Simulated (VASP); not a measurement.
Write the native input for VASP 6.6.1 that does the following.

| Property | Result |
| --- | --- |
| Task | single point |
| Functional | r2SCAN |
| Potentials or basis | VASP PAW PBE potentials, release 64 (Li_sv, F) |
| Cutoff | 520 eV |
| k mesh | 10 × 10 × 10 |
| Occupations | gaussian, width 0.05 eV |
| Spin | no spin polarisation |
| Dipole correction | no |
| Further INCAR settings | ALGO = Normal; EDIFF = 1e-07; NBANDS = 12 |

LiF:

```xyz
2
Lattice="0.0000 2.1348 2.0140 2.1348 0.0000 2.0140 2.1348 2.1348 0.0000" Properties=species:S:1:pos:R:3 pbc="T T T"
Li    0.0000    0.0000    0.0000
F     2.1348    2.1348    2.0140
```

This cell differs from its parent crystal: strain +0.0600 x Voigt [1, 1, 0, 0, 0, 0].

One way to write it, as run:

POSCAR

```
LiF
1.0
    0.0000000000      2.1348400000      2.0140000000
    2.1348400000      0.0000000000      2.0140000000
    2.1348400000      2.1348400000      0.0000000000
Li F
1 1
Direct
    0.0000000000      0.0000000000      0.0000000000
    0.5000000000      0.5000000000      0.5000000000
```

INCAR.step1

```
SYSTEM = LiF
PREC = Accurate
ENCUT = 520
ISMEAR = 0
SIGMA = 0.05
LREAL = .False.
LASPH = .True.
NELM = 60
NBANDS = 12
GGA = PE
ALGO = Normal
EDIFF = 1E-4
LWAVE = .True.
LCHARG = .False.
```

INCAR.step2

```
SYSTEM = LiF
PREC = Accurate
ENCUT = 520
EDIFF = 1E-7
ISMEAR = 0
SIGMA = 0.05
LREAL = .False.
LASPH = .True.
NELM = 60
ALGO = Normal
ISIF = 2
LWAVE = .False.
LCHARG = .False.
METAGGA = R2SCAN
LMIXTAU = .True.
NBANDS = 12
ISTART = 1
```

KPOINTS

```
Automatic mesh
0
Gamma
  10 10 10
  0 0 0
```

Potentials or basis: VASP PAW PBE potentials, release 64 (Li_sv, F).

Run with:

```console
$ cat potpaw_PBE.64/Li_sv/POTCAR potpaw_PBE.64/F/POTCAR > POTCAR
$ cp INCAR.step1 INCAR
$ mpirun -np 1 vasp_std > vasp.out
$ cp INCAR.step2 INCAR
$ mpirun -np 1 vasp_std > vasp.out
```

It gave:

- Band gap on the k mesh: 9.16 eV, direct

Caveat: the cell differs from its parent crystal (strain +0.0600 x Voigt [1, 1, 0, 0, 0, 0]).

Run time: 79 s on 1 thread of Intel(R) Xeon(R) Platinum 8488C (Sapphire Rapids), on a shared host, peak memory 0.15 GiB.
